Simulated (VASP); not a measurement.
# K (P6_3/mmc) in VASP: a series of runs

The runs below take K through single point, with PBE.

Everything below comes from runs of VASP 6.6.1. Logs are shortened: lines on timing, memory, paths and dates and some standing lists are left out, and cuts for length are marked.

**1. The cell of the first run**

The structure is hexagonal, space group P6_3/mmc (No. 194). Conventional cell: a = 3.767 Å, b = 3.767 Å, c = 6.117 Å, α = 90.00°, β = 90.00°, γ = 120.00°. K (site symmetry -6m2) has 12 K at 3.75 to 3.77 Å within 4.9 Å.

This isn't the form of K at room conditions, which is bcc.

**2. Single point, PBE**

INCAR reads:

```
PREC = Accurate
ENCUT = 520
EDIFF = 1E-6
ISMEAR = -1
SIGMA = 0.08
LREAL = F
LASPH = T
NELM = 80
ALGO = Normal
ISIF = 2
LWAVE = F
LCHARG = T
GGA = PE
LELF = T
LVHAR = T
NBANDS = 16
```

KPOINTS reads:

```
Automatic mesh
0
Gamma
  12 12 7
```

POSCAR reads:

```
K
1.0
    3.7669651066      0.0000000000      0.0000000000
   -1.8834825533      3.2622874775      0.0000000000
    0.0000000000      0.0000000000      6.1165656616
K
2
Direct
    0.3333333333      0.6666666667      0.2500000000
    0.6666666667      0.3333333333      0.7500000000
```

Potentials or basis: VASP PAW PBE potentials, release 64 (K_sv).

The run is started by

```
> cat potpaw_PBE.64/K_sv/POTCAR > POTCAR
> mpirun -np 1 vasp_std > vasp.out
```

OUTCAR:

```text
PREC = Accurate
   ENCUT = 520
   EDIFF = 1E-6
   ISMEAR = -1
   LREAL = F
   LASPH = T
   NELM = 80
   ISIF = 2
   GGA = PE

 ion  position               nearest neighbor table
   1  0.333  0.667  0.250-   2 3.75   2 3.75   2 3.75   2 3.75   2 3.75   2 3.75
   2  0.667  0.333  0.750-   1 3.75   1 3.75   1 3.75   1 3.75   1 3.75   1 3.75

  LATTYP: Found a hexagonal cell.
 ALAT       =     3.7669651066
 C/A-ratio  =     1.6237383380

  Lattice vectors:

 A1 = (   3.7669651066,   0.0000000000,   0.0000000000)
 A2 = (  -1.8834825533,   3.2622874775,   0.0000000000)
 A3 = (   0.0000000000,   0.0000000000,   6.1165656616)

Analysis of symmetry for initial positions (statically):
=====================================================================
 Subroutine PRICEL returns:
 Original cell was already a primitive cell.

 Routine SETGRP: Setting up the symmetry group for a
 hexagonal supercell.

 Subroutine GETGRP returns: Found 24 space group operations
 (whereof 12 operations were pure point group operations)
 out of a pool of 24 trial point group operations.

The static configuration has the point symmetry D_3d.
 The point group associated with its full space group is D_6h.

Analysis of symmetry for dynamics (positions and initial velocities):
=====================================================================
 Subroutine PRICEL returns:
 Original cell was already a primitive cell.

 Routine SETGRP: Setting up the symmetry group for a
 hexagonal supercell.

 Subroutine GETGRP returns: Found 24 space group operations
 (whereof 12 operations were pure point group operations)
 out of a pool of 24 trial point group operations.

The dynamic configuration has the point symmetry D_3d.
 The point group associated with its full space group is D_6h.

 Subroutine INISYM returns: Found 24 space group operations
 (whereof 12 operations are pure point group operations),
 and found     1 'primitive' translations

----------------------------------------------------------------------------------------

                                     Primitive cell

  volume of cell :      75.1660

  direct lattice vectors                    reciprocal lattice vectors
     3.766965107  0.000000000  0.000000000     0.265465692  0.153266689  0.000000000
    -1.883482553  3.262287478  0.000000000     0.000000000  0.306533378  0.000000000
     0.000000000  0.000000000  6.116565662     0.000000000  0.000000000  0.163490438

  length of vectors
     3.766965107  3.766965107  6.116565662     0.306533378  0.306533378  0.163490438

  position of ions in fractional coordinates (direct lattice)
     0.333333333  0.666666667  0.250000000
     0.666666667  0.333333333  0.750000000

  ion indices of the primitive-cell ions
   primitive index   ion index
                 1           1
                 2           2

----------------------------------------------------------------------------------------

 KPOINTS: Automatic mesh

Automatic generation of k-mesh.
 Grid dimensions read from file:
 generate k-points for:   12   12    7

 Generating k-lattice:

  Cartesian coordinates                     Fractional coordinates (reciprocal lattice)
     0.022122141  0.012772224  0.000000000     0.083333333  0.000000000  0.000000000
     0.000000000  0.025544448  0.000000000     0.000000000  0.083333333  0.000000000
     0.000000000  0.000000000  0.023355777     0.000000000  0.000000000  0.142857143

  Length of vectors
     0.025544448  0.025544448  0.023355777

  Shift w.r.t. Gamma in fractional coordinates (k-lattice)
     0.000000000  0.000000000  0.000000000

 Subroutine IBZKPT returns following result:
 ===========================================

 Found     76 irreducible k-points:

 Following reciprocal coordinates:
            Coordinates               Weight
  0.000000  0.000000  0.000000      1.000000
  0.083333 -0.000000  0.000000      6.000000
  0.166667 -0.000000  0.000000      6.000000
  0.250000  0.000000  0.000000      6.000000
  0.333333 -0.000000  0.000000      6.000000
  0.416667 -0.000000  0.000000      6.000000
[... 16 lines left out ...]
  0.250000  0.000000  0.142857     12.000000
  0.333333 -0.000000  0.142857     12.000000
 [... further k-points ...]
   k-points           NKPTS =     76   k-points in BZ     NKDIM =     76   number of bands    NBANDS=     16
   number of dos      NEDOS =    301   number of ions     NIONS =      2
   total plane-waves  NPLWV =  37632
   dimension x,y,z NGX =    28 NGY =   28 NGZ =   48
   dimension x,y,z NGXF=    56 NGYF=   56 NGZF=   96
   ions per type =               2
   NGX,Y,Z   is equivalent  to a cutoff of  12.36, 12.36, 13.05 a.u.
   NGXF,Y,Z  is equivalent  to a cutoff of  24.71, 24.71, 26.09 a.u.
 SYSTEM =  unknown system
   PREC   = accura    normal or accurate (medium, high low for compatibility)
   ISTART =      0    job   : 0-new  1-cont  2-samecut
   ICHARG =      2    charge: 1-file 2-atom 10-const
   ISPIN  =      1    spin polarized calculation?
   LNONCOLLINEAR =      F non collinear calculations
   LSORBIT =      F    spin-orbit coupling
   LASPH  =      T    aspherical Exc in radial PAW
   ENCUT  =  520.0 eV  38.22 Ry    6.18 a.u.   7.00  7.00 11.37*2*pi/ulx,y,z
   NELM   =     80;   NELMIN=  2; NELMDL= -5     # of ELM steps
   EDIFF  = 0.1E-05   stopping-criterion for ELM
   LREAL  =      F    real-space projection
   EDIFFG = 0.1E-04   stopping-criterion for IOM
   NSW    =      0    number of steps for IOM
   IBRION =     -1    ionic relax: 0-MD 1-quasi-New 2-CG
   NFREE  =      0    steps in history (QN), initial steepest desc. (CG)
   ISIF   =      2    stress and relaxation
   ISYM   =      2    0-nonsym 1-usesym 2-fastsym
   POTIM  = 0.5000    time-step for ionic-motion
   TEBEG  =    0.0;   TEEND  =   0.0 temperature during run
   PSTRESS=    0.0 pullay stress
   NELECT =      18.0000    total number of electrons
   NUPDOWN=      -1.0000    fix difference up-down
   EMIN   =  10.00;   EMAX   =-10.00  energy-range for DOS
   EFERMI =   0.00;   METHOD = LEGACY
   ISMEAR =    -1;   SIGMA  =   0.08  broadening in eV -4-tet -1-fermi 0-gaus
   EFERMI_NEDOS =   21; number of points for ismear=-14 and -15
   IALGO  =     38    algorithm
   IMIX   =      4    mixing-type and parameters
     AMIX     =   0.40;   BMIX     =  1.00
     AMIX_MAG =   1.60;   BMIX_MAG =  1.00
  volume/ion in A,a.u.               =      37.58       253.62
  Fermi-wavevector in a.u.,A,eV,Ry     =   1.016620  1.921133 14.061833  1.033516
  Thomas-Fermi vector in A             =   2.149974
   LORBIT       =      0    0 simple, 1 ext, 2 COOP (PROOUT), +10 PAW based schemes
   GGA     = PE    functional components
   LHFCALC =     F    Hartree Fock is set to
   AEXX    =    0.0000 exact exchange contribution
   IVDW    =     0    specifies the selected vdW correction
   LEPSILON=     F    determine dielectric tensor
   LRPA    =     F    only Hartree local field effects (RPA)
 non-spin polarized calculation
  energy-cutoff  :      520.00
  volume of cell :       75.17
 maximum number of plane-waves:      2037
 NGX is ok and might be reduce to    28
   NGX = 13   NGY = 13   NGZ = 23

 number of electron      18.0000002 magnetization

 Free energy of the ion-electron system (eV)
  ---------------------------------------------------
  ext. energy  EPLUGINS =         0.00000000
  ---------------------------------------------------
  free energy    TOTEN  =        -0.98573670 eV

  energy without entropy =       -0.95267375  energy(sigma->0) =       -0.96920522

 E-fermi :   2.0816     XC(G=0):  -7.5815

 val. band max:        2.0673358868   @ k =   0.2500   0.1667   0.4286
 cond. band min:       2.1005522793   @ k =   0.4167   0.0833   0.2857
 fundamental gap:      0.0332163925
 Fermi energy:         2.0816133110

 k-point     1 :       0.0000    0.0000    0.0000
  band No.  band energies     occupation
      1     -30.1056      2.00000
      2     -30.0322      2.00000
      3     -13.9230      2.00000
      4     -13.4151      2.00000
      5     -13.4151      2.00000
      6     -13.3447      2.00000
[... 8 lines left out ...]
     15       7.0920      0.00000
     16       7.0920      0.00000

 k-point     2 :       0.0833   -0.0000    0.0000
  band No.  band energies     occupation
      1     -30.1013      2.00000
      2     -30.0302      2.00000
      3     -13.9095      2.00000
      4     -13.4447      2.00000
      5     -13.4243      2.00000
      6     -13.3759      2.00000
[... 8 lines left out ...]
     15       6.9059      0.00000
     16       7.2135      0.00000

 k-point     3 :       0.1667   -0.0000    0.0000
  band No.  band energies     occupation
      1     -30.0897      2.00000
      2     -30.0250      2.00000
      3     -13.8712      2.00000
      4     -13.5263      2.00000
      5     -13.4580      2.00000
      6     -13.4485      2.00000
[... 8 lines left out ...]
     15       6.9177      0.00000
     16       7.2084      0.00000

 k-point     4 :       0.2500    0.0000    0.0000
  band No.  band energies     occupation
      1     -30.0730      2.00000
      2     -30.0185      2.00000
      3     -13.8137      2.00000
      4     -13.6387      2.00000
      5     -13.5634      2.00000
      6     -13.4799      2.00000
[... 8 lines left out ...]
     15       6.8387      0.00000
     16       7.4721      0.00000
[... 324 lines left out ...]
 k-point    22 :       0.1667   -0.0000    0.1429
  band No.  band energies     occupation
      1     -30.0865      2.00000
      2     -30.0282      2.00000
      3     -13.8514      2.00000
      4     -13.5202      2.00000
      5     -13.4761      2.00000
      6     -13.4441      2.00000
[... 8 lines left out ...]
     15       6.8131      0.00000
     16       7.2210      0.00000

 k-point    23 :       0.2500    0.0000    0.1429
  band No.  band energies     occupation
      1     -30.0703      2.00000
      2     -30.0212      2.00000
      3     -13.8077      2.00000
      4     -13.6259      2.00000
      5     -13.5768      2.00000
      6     -13.4748      2.00000
[... 8 lines left out ...]
     15       6.8397      0.00000
     16       7.4842      0.00000

 k-point    24 :       0.3333   -0.0000    0.1429
  band No.  band energies     occupation
      1     -30.0531      2.00000
      2     -30.0152      2.00000
      3     -13.7970      2.00000
      4     -13.7046      2.00000
      5     -13.6577      2.00000
      6     -13.5044      2.00000
[... 8 lines left out ...]
     15       6.6038      0.00000
     16       8.1310      0.00000

 [... further k-points ...]

------------------------ aborting loop because EDIFF is reached ----------------------------------------

  FORCE on cell =-STRESS in cart. coord.  units (eV):
  Direction    XX          YY          ZZ          XY          YZ          ZX
  --------------------------------------------------------------------------------------
  -------------------------------------------------------------------------------------
  Total        3.9264996      3.9264996      3.9417212      0.0000000      0.0000000      0.0000000
  in kB       83.6940678     83.6940678     84.0185178      0.0000000      0.0000000      0.0000000
  external PRESSURE =      83.8022178 kB  Pullay stress =       0.0000000 kB

 VOLUME and BASIS-vectors are now :
 -----------------------------------------------------------------------------
  energy-cutoff  :      520.00
  volume of cell :       75.17
      direct lattice vectors                 reciprocal lattice vectors
     3.766965107  0.000000000  0.000000000     0.265465692  0.153266689  0.000000000
    -1.883482553  3.262287478  0.000000000     0.000000000  0.306533378  0.000000000
     0.000000000  0.000000000  6.116565662     0.000000000  0.000000000  0.163490438

 POSITION                                       TOTAL-FORCE (eV/Angst)
 -----------------------------------------------------------------------------------
     -0.00000      2.17486      1.52914        -0.000000     -0.000000      0.000000
      1.88348      1.08743      4.58742         0.000000      0.000000     -0.000000
 -----------------------------------------------------------------------------------
    total drift:                               -0.000000      0.000000     -0.000000

  FREE ENERGIE OF THE ION-ELECTRON SYSTEM (eV)
  ---------------------------------------------------
  free  energy   TOTEN  =        -0.9857366964 eV

  energy  without entropy=       -0.9526737497  energy(sigma->0) =       -0.96920522
```

It took 25 s on 1 thread of Intel Xeon 6975P-C (Granite Rapids), shared host; peak memory 0.22 GiB.

What came out:

- Free energy: -0.9857 eV
- Pressure: 8.4 GPa
- Band gap on the k mesh: zero (bands 9 and 10 overlap by 2.68 eV)

Caveat: the cell stands under pressure.

**3. Single point, PBE**

INCAR reads:

```
SYSTEM = K
PREC = Accurate ; ENCUT = 520
EDIFF = 1E-6 ; ISMEAR = -1
SIGMA = 0.08 ; LREAL = .False.
LASPH = .True. ; NELM = 100
ALGO = Normal ; ISIF = 2
LWAVE = .False. ; LCHARG = .False.
GGA = PE ; NBANDS = 16
```

KPOINTS reads:

```
Automatic mesh
0
Gamma
  12 12 7
  0 0 0
```

POSCAR is that of step 2.

Potentials or basis: VASP PAW PBE potentials, release 64 (K_sv).

The run is started by

```
> cat potpaw_PBE.64/K_sv/POTCAR > POTCAR
> mpirun -np 1 vasp_std > vasp.out
```

Wall time 24 s (1 thread of Intel Xeon 6975P-C (Granite Rapids), shared host); peak memory 0.22 GiB.

The run converged. Its results:

```
Free energy            : -0.9857 eV
Pressure               : 8.4 GPa
Band gap on the k mesh : zero (bands 9 and 10 overlap by 2.68 eV)
```

Levels at points of the mesh, in eV from the Fermi level:
| k point | band 7 | band 8 | band 9 | band 10 | band 11 | band 12 |
| --- | --- | --- | --- | --- | --- | --- |
| (0.00, 0.00, 0.00) | -15.43 | -15.42 | -3.22 | 0.07 | 1.22 | 4.37 |
| (0.50, 0.00, 0.00) | -15.55 | -15.49 | 0.12 | 0.39 | 1.08 | 1.63 |

Caveat: the cell stands under pressure.
